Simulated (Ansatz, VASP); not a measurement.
One calculation of Si, two programs

Contents of INCAR:

```
SYSTEM = Si
PREC = Accurate
ENCUT = 500
EDIFF = 1E-6
ISMEAR = -1
SIGMA = 0.1
LREAL = .False.
LASPH = .True.
NELM = 120
ALGO = Normal
ISIF = 2
LWAVE = .False.
LCHARG = .False.
GGA = RE
NBANDS = 8
GGA_COMPAT = .False.
```

Contents of KPOINTS:

```
regular mesh
0
Gamma
  16 16 16
  0 0 0
```

Contents of POSCAR:

```
Si
1.0
    0.0000000000      1.8577586444      1.8577586444
    1.8577586444      0.0000000000      1.8577586444
    1.8577586444      1.8577586444      0.0000000000
Si
1
Direct
    0.0000000000      0.0000000000      0.0000000000
```

Input for Ansatz:

```yaml
crystal:
  lattice:
    - [0.0, 1.8577586444, 1.8577586444]
    - [1.8577586444, 0.0, 1.8577586444]
    - [1.8577586444, 1.8577586444, 0.0]
  atoms:
    - { symbol: Si, position: [0.0, 0.0, 0.0] }
hamiltonian:
  xc: revpbe
  pseudopotentials:
    kind: paw
    azcp:
      Si: "pseudopotentials/Si.paw.azcp"
basis:
  ecutwfc: 420
  fft_grid_basis: typed
kpoints:
  mp_grid: { grid: [16, 16, 16], shift: [0, 0, 0] }
magnetization:
  spin_polarized: false
scf:
  occupations: { method: fermi_dirac, width: 0.1 }
  lower_state_search: "off"
output:
  stress: true
  write_density: true
  write_potential: true
  elf: true
  volumetric_format: npy
```

Alike in both runs: task single point; functional revPBE; k mesh 16 × 16 × 16; occupations fermi-dirac, width 0.1 eV; no spin polarisation.

```csv
,VASP,Ansatz
version,VASP 6.6.1,Ansatz 0.2.0
potentials or method,"VASP PAW PBE potentials, release 64 (Si), cutoff 500 eV","plane waves (420 eV) with PAW, scalar-relativistic"
valence electrons in the cell,4,4
```

|  | VASP | Ansatz | Ansatz less VASP |
| --- | --- | --- | --- |
| pressure (GPa) | 13.7 | 14.3 | +0.58 |

VASP's potentials were made for PBE, not for revPBE.
